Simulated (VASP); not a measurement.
# K (Im-3m) in VASP: a series of runs

The runs below take K through single point, with LDA.

All numbers are computed with VASP 6.6.1; they aren't measurements. Logs are shortened: lines on timing, memory, paths and dates and some standing lists are left out, and cuts for length are marked.

### 1 The cell of the first run

The structure is cubic, space group Im-3m (No. 229). Conventional cell: a = 5.033 Å, b = 5.033 Å, c = 5.033 Å, α = 90.00°, β = 90.00°, γ = 90.00°. Within 5.7 Å of K (site symmetry m-3m) lie 14 K at 4.36 to 5.03 Å.

### 2 Single point, LDA

The input, INCAR:

```
PREC     = Accurate       # precision mode
ENCUT    = 520            # plane-wave cutoff, eV
EDIFF    = 1E-7           # SCF threshold, eV
ISMEAR   = -1             # smearing method
SIGMA    = 0.05           # smearing width, eV
LREAL    = F              # projectors in reciprocal space
LASPH    = T              # aspherical terms in the spheres
NELM     = 60             # most SCF steps
ALGO     = Normal         # electronic algorithm
ISIF     = 2              # what is computed and relaxed
LWAVE    = F              # write WAVECAR
LCHARG   = F              # write CHGCAR
NBANDS   = 10             # bands
```

The input, KPOINTS:

```
Automatic mesh
0
Gamma
  11 11 11
```

The input, POSCAR:

```
K
1.0
   -2.5165964066      2.5165964066      2.5165964066
    2.5165964066     -2.5165964066      2.5165964066
    2.5165964066      2.5165964066     -2.5165964066
K
1
Direct
    0.0000000000      0.0000000000      0.0000000000
```

Potentials or basis: VASP PAW LDA potentials, release 64 (K_sv).

On the command line:

```bash
$ cat potpaw_LDA.64/K_sv/POTCAR > POTCAR
$ mpirun -np 1 vasp_std > vasp.out
```

OUTCAR:

```text
PREC = Accurate
   ENCUT = 520
   EDIFF = 1E-7
   ISMEAR = -1
   LREAL = F
   LASPH = T
   NELM = 60
   ISIF = 2

 ion  position               nearest neighbor table
   1  0.000  0.000  0.000-

  LATTYP: Found a body centered cubic cell.
 ALAT       =     5.0331928132

  Lattice vectors:

 A1 = (  -2.5165964066,   2.5165964066,   2.5165964066)
 A2 = (   2.5165964066,  -2.5165964066,   2.5165964066)
 A3 = (   2.5165964066,   2.5165964066,  -2.5165964066)

Analysis of symmetry for initial positions (statically):
=====================================================================
 Subroutine PRICEL returns:
 Original cell was already a primitive cell.

 Routine SETGRP: Setting up the symmetry group for a
 body centered cubic supercell.

 Subroutine GETGRP returns: Found 48 space group operations
 (whereof 48 operations were pure point group operations)
 out of a pool of 48 trial point group operations.

The static configuration has the point symmetry O_h .

Analysis of symmetry for dynamics (positions and initial velocities):
=====================================================================
 Subroutine PRICEL returns:
 Original cell was already a primitive cell.

 Routine SETGRP: Setting up the symmetry group for a
 body centered cubic supercell.

 Subroutine GETGRP returns: Found 48 space group operations
 (whereof 48 operations were pure point group operations)
 out of a pool of 48 trial point group operations.

The dynamic configuration has the point symmetry O_h .

 Subroutine INISYM returns: Found 48 space group operations
 (whereof 48 operations are pure point group operations),
 and found     1 'primitive' translations

----------------------------------------------------------------------------------------

                                     Primitive cell

  volume of cell :      63.7530

  direct lattice vectors                    reciprocal lattice vectors
    -2.516596407  2.516596407  2.516596407     0.000000000  0.198681043  0.198681043
     2.516596407 -2.516596407  2.516596407     0.198681043  0.000000000  0.198681043
     2.516596407  2.516596407 -2.516596407     0.198681043  0.198681043  0.000000000

  length of vectors
     4.358872838  4.358872838  4.358872838     0.280977426  0.280977426  0.280977426

  position of ions in fractional coordinates (direct lattice)
     0.000000000  0.000000000  0.000000000

  ion indices of the primitive-cell ions
   primitive index   ion index
                 1           1

----------------------------------------------------------------------------------------

 KPOINTS: Automatic mesh

Automatic generation of k-mesh.
 Grid dimensions read from file:
 generate k-points for:   11   11   11

 Generating k-lattice:

  Cartesian coordinates                     Fractional coordinates (reciprocal lattice)
     0.000000000  0.018061913  0.018061913     0.090909091  0.000000000  0.000000000
     0.018061913  0.000000000  0.018061913     0.000000000  0.090909091  0.000000000
     0.018061913  0.018061913  0.000000000     0.000000000  0.000000000  0.090909091

  Length of vectors
     0.025543402  0.025543402  0.025543402

  Shift w.r.t. Gamma in fractional coordinates (k-lattice)
     0.000000000  0.000000000  0.000000000

 Subroutine IBZKPT returns following result:
 ===========================================

 Found     56 irreducible k-points:

 Following reciprocal coordinates:
            Coordinates               Weight
  0.000000  0.000000  0.000000      1.000000
  0.090909  0.000000  0.000000     12.000000
  0.181818  0.000000  0.000000     12.000000
  0.272727  0.000000  0.000000     12.000000
  0.363636  0.000000  0.000000     12.000000
  0.454545  0.000000  0.000000     12.000000
[... 16 lines left out ...]
  0.272727  0.181818  0.090909     48.000000
  0.363636  0.181818  0.090909     24.000000
 [... further k-points ...]
   k-points           NKPTS =     56   k-points in BZ     NKDIM =     56   number of bands    NBANDS=     10
   number of dos      NEDOS =    301   number of ions     NIONS =      1
   total plane-waves  NPLWV =  32768
   dimension x,y,z NGX =    32 NGY =   32 NGZ =   32
   dimension x,y,z NGXF=    64 NGYF=   64 NGZF=   64
   ions per type =               1
   NGX,Y,Z   is equivalent  to a cutoff of  12.20, 12.20, 12.20 a.u.
   NGXF,Y,Z  is equivalent  to a cutoff of  24.41, 24.41, 24.41 a.u.
 SYSTEM =  unknown system
   PREC   = accura    normal or accurate (medium, high low for compatibility)
   ISTART =      0    job   : 0-new  1-cont  2-samecut
   ICHARG =      2    charge: 1-file 2-atom 10-const
   ISPIN  =      1    spin polarized calculation?
   LNONCOLLINEAR =      F non collinear calculations
   LSORBIT =      F    spin-orbit coupling
   LASPH  =      T    aspherical Exc in radial PAW
   ENCUT  =  520.0 eV  38.22 Ry    6.18 a.u.   8.10  8.10  8.10*2*pi/ulx,y,z
   NELM   =     60;   NELMIN=  2; NELMDL= -5     # of ELM steps
   EDIFF  = 0.1E-06   stopping-criterion for ELM
   LREAL  =      F    real-space projection
   EDIFFG = 0.1E-05   stopping-criterion for IOM
   NSW    =      0    number of steps for IOM
   IBRION =     -1    ionic relax: 0-MD 1-quasi-New 2-CG
   NFREE  =      0    steps in history (QN), initial steepest desc. (CG)
   ISIF   =      2    stress and relaxation
   ISYM   =      2    0-nonsym 1-usesym 2-fastsym
   POTIM  = 0.5000    time-step for ionic-motion
   TEBEG  =    0.0;   TEEND  =   0.0 temperature during run
   PSTRESS=    0.0 pullay stress
   NELECT =       9.0000    total number of electrons
   NUPDOWN=      -1.0000    fix difference up-down
   EMIN   =  10.00;   EMAX   =-10.00  energy-range for DOS
   EFERMI =   0.00;   METHOD = LEGACY
   ISMEAR =    -1;   SIGMA  =   0.05  broadening in eV -4-tet -1-fermi 0-gaus
   EFERMI_NEDOS =   21; number of points for ismear=-14 and -15
   IALGO  =     38    algorithm
   IMIX   =      4    mixing-type and parameters
     AMIX     =   0.40;   BMIX     =  1.00
     AMIX_MAG =   1.60;   BMIX_MAG =  1.00
  volume/ion in A,a.u.               =      63.75       430.23
  Fermi-wavevector in a.u.,A,eV,Ry     =   0.852424  1.610847  9.886345  0.726626
  Thomas-Fermi vector in A             =   1.968709
   LORBIT       =      0    0 simple, 1 ext, 2 COOP (PROOUT), +10 PAW based schemes
   GGA     = CA    functional components
   LHFCALC =     F    Hartree Fock is set to
   AEXX    =    0.0000 exact exchange contribution
   IVDW    =     0    specifies the selected vdW correction
   LEPSILON=     F    determine dielectric tensor
   LRPA    =     F    only Hartree local field effects (RPA)
 non-spin polarized calculation
  energy-cutoff  :      520.00
  volume of cell :       63.75
 maximum number of plane-waves:      1732
   NGX = 17   NGY = 17   NGZ = 17

 number of electron       8.9999999 magnetization

 Free energy of the ion-electron system (eV)
  ---------------------------------------------------
  ext. energy  EPLUGINS =         0.00000000
  ---------------------------------------------------
  free energy    TOTEN  =        -1.16939893 eV

  energy without entropy =       -1.16434391  energy(sigma->0) =       -1.16687142

 E-fermi :   0.0422     XC(G=0):  -6.2501

 val. band max:        0.0016811012   @ k =  -0.3636   0.4545   0.0909
 cond. band min:       0.1123734866   @ k =   0.1818   0.1818   0.1818
 fundamental gap:      0.1106923853
 Fermi energy:         0.0422143036

 k-point     1 :       0.0000    0.0000    0.0000
  band No.  band energies     occupation
      1     -31.7229      2.00000
      2     -15.3887      2.00000
      3     -15.3887      2.00000
      4     -15.3887      2.00000
      5      -2.3598      2.00000
      6       4.3025      0.00000
      7       4.3025      0.00000
      8       4.3025      0.00000
      9       5.3370      0.00000
     10       5.3370      0.00000

 k-point     2 :       0.0909    0.0000    0.0000
  band No.  band energies     occupation
      1     -31.7222      2.00000
      2     -15.3982      2.00000
      3     -15.3918      2.00000
      4     -15.3888      2.00000
      5      -2.2434      2.00000
      6       4.1578      0.00000
      7       4.1680      0.00000
      8       4.4009      0.00000
      9       5.1574      0.00000
     10       5.3169      0.00000

 k-point     3 :       0.1818    0.0000    0.0000
  band No.  band energies     occupation
      1     -31.7204      2.00000
      2     -15.4233      2.00000
      3     -15.4000      2.00000
      4     -15.3888      2.00000
      5      -1.9020      2.00000
      6       3.5924      0.00000
      7       3.8602      0.00000
      8       4.6922      0.00000
      9       5.0748      0.00000
     10       5.2977      0.00000

 k-point     4 :       0.2727    0.0000    0.0000
  band No.  band energies     occupation
      1     -31.7179      2.00000
      2     -15.4558      2.00000
      3     -15.4106      2.00000
      4     -15.3888      2.00000
      5      -1.3595      2.00000
      6       2.7934      0.00000
      7       3.5327      0.00000
      8       5.1637      0.00000
      9       5.1654      0.00000
     10       5.3527      0.00000
[... 222 lines left out ...]
 k-point    22 :       0.1818    0.1818    0.0909
  band No.  band energies     occupation
      1     -31.7156      2.00000
      2     -15.4781      2.00000
      3     -15.4173      2.00000
      4     -15.4033      2.00000
      5      -0.5434      1.99998
      6       2.3463      0.00000
      7       2.6252      0.00000
      8       5.1129      0.00000
      9       5.4797      0.00000
     10       5.7444      0.00000

 k-point    23 :       0.2727    0.1818    0.0909
  band No.  band energies     occupation
      1     -31.7143      2.00000
      2     -15.4834      2.00000
      3     -15.4327      2.00000
      4     -15.4059      2.00000
      5       0.1940      0.09165
      6       1.7440      0.00000
      7       2.3787      0.00000
      8       4.7059      0.00000
      9       5.6337      0.00000
     10       5.8869      0.00000

 k-point    24 :       0.3636    0.1818    0.0909
  band No.  band energies     occupation
      1     -31.7138      2.00000
      2     -15.4835      2.00000
      3     -15.4405      2.00000
      4     -15.4066      2.00000
      5       0.9390      0.00000
      6       1.0456      0.00000
      7       2.3060      0.00000
      8       4.5014      0.00000
      9       5.7578      0.00000
     10       5.8856      0.00000

 [... further k-points ...]

------------------------ aborting loop because EDIFF is reached ----------------------------------------

  FORCE on cell =-STRESS in cart. coord.  units (eV):
  Direction    XX          YY          ZZ          XY          YZ          ZX
  --------------------------------------------------------------------------------------
  -------------------------------------------------------------------------------------
  Total        0.0024812      0.0024812      0.0024812     -0.0000000     -0.0000000      0.0000000
  in kB        0.0623541      0.0623541      0.0623541     -0.0000000     -0.0000000      0.0000000
  external PRESSURE =       0.0623541 kB  Pullay stress =       0.0000000 kB

 VOLUME and BASIS-vectors are now :
 -----------------------------------------------------------------------------
  energy-cutoff  :      520.00
  volume of cell :       63.75
      direct lattice vectors                 reciprocal lattice vectors
    -2.516596407  2.516596407  2.516596407     0.000000000  0.198681043  0.198681043
     2.516596407 -2.516596407  2.516596407     0.198681043  0.000000000  0.198681043
     2.516596407  2.516596407 -2.516596407     0.198681043  0.198681043  0.000000000

 POSITION                                       TOTAL-FORCE (eV/Angst)
 -----------------------------------------------------------------------------------
      0.00000      0.00000      0.00000         0.000000      0.000000      0.000000
 -----------------------------------------------------------------------------------
    total drift:                                0.000000      0.000000     -0.000000

  FREE ENERGIE OF THE ION-ELECTRON SYSTEM (eV)
  ---------------------------------------------------
  free  energy   TOTEN  =        -1.1693989329 eV

  energy  without entropy=       -1.1643439062  energy(sigma->0) =       -1.16687142
```

Run time: 19 s. Hardware: 1 thread of AMD EPYC 9R45 (Zen 5), shared host; peak memory 0.13 GiB.

Results:

* Free energy: -1.1694 eV
* Pressure: 0.0 GPa

### 3 Single point, LDA

The input, INCAR:

```
SYSTEM = K
ALGO     = Normal         ! electronic algorithm
EDIFF    = 1E-6           ! SCF threshold, eV
ENCUT    = 520            ! plane-wave cutoff, eV
GGA      = CA             ! functional
ISIF     = 2              ! what is computed and relaxed
ISMEAR   = -1             ! smearing method
LASPH    = .TRUE.         ! aspherical terms in the spheres
LCHARG   = .FALSE.        ! write CHGCAR
LREAL    = .FALSE.        ! projectors in reciprocal space
LWAVE    = .FALSE.        ! write WAVECAR
NBANDS   = 10             ! bands
NELM     = 80             ! most SCF steps
PREC     = Accurate       ! precision mode
SIGMA    = 0.05           ! smearing width, eV
```

The input, KPOINTS:

```
k-points
0
G
  11 11 11
  0 0 0
```

POSCAR is that of step 2.

Potentials or basis: VASP PAW LDA potentials, release 64 (K_sv).

On the command line:

```bash
$ cat potpaw_LDA.64/K_sv/POTCAR > POTCAR
$ mpirun -np 1 vasp_std > vasp.out
```

It took 20 s on 1 thread of AMD EPYC 9R45 (Zen 5), shared host; peak memory 0.12 GiB.

Results (log left out):

```yaml
Free_energy: -1.1694 eV
Pressure: 0.0 GPa
```

Levels at points of the mesh, in eV from the Fermi level:
```tsv
k point	band 1	band 2	band 3	band 4	band 5	band 6	band 7	band 8
(0.00, 0.00, 0.00)	-31.77	-15.43	-15.43	-15.43	-2.40	4.26	4.26	4.26
```
